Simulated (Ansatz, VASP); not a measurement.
InSb in VASP and in Ansatz

File INCAR:

```
PREC = Accurate ; ENCUT = 520
EDIFF = 1E-6 ; ISMEAR = -1
SIGMA = 0.3 ; LREAL = False
LASPH = True ; NELM = 80
ALGO = Normal ; ISIF = 2
LWAVE = False ; LCHARG = False
GGA = PE ; NBANDS = 16
```

Contents of KPOINTS:

```
Automatic mesh
0
Gamma
  14 14 8
```

POSCAR

```
InSb
1.0
    3.0766560000      0.0000000000      0.0000000000
    0.0000000000      3.0766560000      0.0000000000
    0.0000000000      0.0000000000      6.2154700000
In Sb
1 1
Direct
    0.0000000000      0.0000000000      0.0000000000
    0.0000000000      0.0000000000      0.5000000000
```

Input for Ansatz:

```yaml
crystal:
  lattice:
    - [3.076656, 0.0, 0.0]
    - [0.0, 3.076656, 0.0]
    - [0.0, 0.0, 6.21547]
  atoms:
    - { symbol: In, position: [0.0, 0.0, 0.0] }
    - { symbol: Sb, position: [0.0, 0.0, 0.5] }
basis:
  ecutwfc: 420
kpoints:
  mp_grid: { grid: [14, 14, 8] }
hamiltonian:
  xc: pbe
scf:
  occupations: { method: fermi_dirac, width: 0.3 }
output:
  forces: true
  stress: true
  eigenvalues: true
```

Alike in both runs: task single point; functional PBE; k mesh 14 × 14 × 8; occupations fermi-dirac, width 0.3 eV; no spin polarisation.

|  | VASP | Ansatz |
| --- | --- | --- |
| version | VASP 6.6.1 | Ansatz 0.2.0 |
| potentials or method | VASP PAW PBE potentials, release 64 (In_d, Sb), cutoff 520 eV | scalar-relativistic, plane waves, PAW |
| valence electrons in the cell | 18 | 28 |

Ansatz gave:

```
gap on the k mesh at the Fermi level (eV)                     : none
pressure (GPa)                                                : 0.9
traceless stress, the component that is largest in VASP (GPa) : -0.35
```

Estimate VASP's values.

gap on the k mesh at the Fermi level (eV): none; pressure (GPa): 0.9; traceless stress, the component that is largest in VASP (GPa): -0.36.

A gap of «none» marks a metal or a gap that the smearing closes. The functional is the same, so the differences come from potentials, cutoffs and numerics. VASP's potentials hold 18 valence electrons a cell and Ansatz's 28, so a difference there can come from the potentials and not from the codes.

Neither program's run includes spin-orbit coupling.
